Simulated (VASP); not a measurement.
# CsCl: single point with r2SCAN

CsCl:

```
CELL_PARAMETERS angstrom
4.14068 0.00000 0.00000
0.00000 4.14068 0.00000
0.00000 0.00000 4.14068
ATOMIC_POSITIONS crystal
Cs 0.00000 0.00000 0.00000
Cl 0.50000 0.50000 0.50000
```

```yaml
Program: VASP 6.6.1
Task: single point
Functional: r2SCAN
Potentials_or_basis: VASP PAW PBE potentials, release 64 (Cs_sv, Cl)
Cutoff: 550 eV
k_mesh: 6 × 6 × 6
Occupations: gaussian, width 0.01 eV
Spin: no spin polarisation
```

```json
{
  "Pressure": "0.0 GPa",
  "Band gap on the k mesh": "5.91 eV, direct"
}
```

Levels at points of the mesh, in eV from the valence-band top:
```tsv
k point	band 6	band 7	band 8	band 9	band 10	band 11
(0.00, 0.00, 0.00)	0.00	0.00	0.00	5.91	5.91	5.99
(0.50, 0.00, 0.00)	-1.12	-0.23	-0.23	6.94	8.24	9.57
(0.50, 0.50, 0.00)	-0.43	-0.43	-0.05	6.55	6.64	8.62
(0.50, 0.50, 0.50)	-1.07	-1.07	-1.07	9.12	9.12	9.12
```

Run time: 22 s on 1 thread of Intel(R) Xeon(R) 6975P-C (Granite Rapids), with other jobs on the host, peak memory 0.19 GiB.

Caveat: the PAW data sets were made with another functional, which shifts forces and pressure a little; spin-orbit coupling is left out, which moves the levels of the heavy elements. A k mesh can miss the band edges.
